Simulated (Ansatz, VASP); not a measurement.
Ru in VASP and in Ansatz

Contents of INCAR:

```
SYSTEM = Ru
ALGO = Normal ; EDIFF = 1E-6
ENCUT = 520 ; GGA = PE
ISIF = 2 ; ISMEAR = -1
LASPH = .True. ; LCHARG = .False.
LREAL = .False. ; LWAVE = .False.
NBANDS = 21 ; NELM = 100
PREC = Accurate ; SIGMA = 0.01
```

File KPOINTS:

```
k-points
0
Gamma
  10 10 6
  0 0 0
```

File POSCAR:

```
Ru
1.0
    2.7038898600      0.0000000000      0.0000000000
   -1.3519449300      2.3416373100      0.0000000000
    0.0000000000      0.0000000000      4.2816800000
Ru
2
Direct
    0.3333333300      0.6666666700      0.2500000000
    0.6666666700      0.3333333300      0.7500000000
```

Input for Ansatz:

```yaml
crystal:
  lattice:
    - [2.70388986, 0.0, 0.0]
    - [-1.35194493, 2.34163731, 0.0]
    - [0.0, 0.0, 4.28168]
  atoms:
    - { symbol: Ru, position: [0.33333333, 0.66666667, 0.25] }
    - { symbol: Ru, position: [0.66666667, 0.33333333, 0.75] }
hamiltonian:
  xc: pbe
  pseudopotentials: { kind: paw }
basis:
  ecutwfc: 420
kpoints:
  mp_grid: { grid: [10, 10, 6] }
scf:
  occupations: { method: fermi_dirac, width: 0.01 }
  lower_state_search: "off"
  algorithm: density_mixing
  max_iter: 80
  mixing: {}
output:
  forces: true
  stress: true
```

Alike in both runs: task single point; functional PBE; k mesh 10 × 10 × 6; occupations fermi-dirac, width 0.01 eV; no spin polarisation.

```csv
,VASP,Ansatz
version,VASP 6.6.1,Ansatz 0.2.0
potentials or method,"VASP PAW PBE potentials, release 64 (Ru_pv), cutoff 520 eV","PAW, plane waves, scalar-relativistic"
valence electrons in the cell,28,32
```

|  | VASP | Ansatz | Ansatz less VASP |
| --- | --- | --- | --- |
| pressure (GPa) | 5.0 | 5.1 | +0.08 |
| traceless stress, the component that is largest in VASP (GPa) | -3.43 | -3.44 | -0.017 |

VASP's potentials hold 28 valence electrons a cell and Ansatz's 32, so a difference there can come from the potentials and not from the codes.
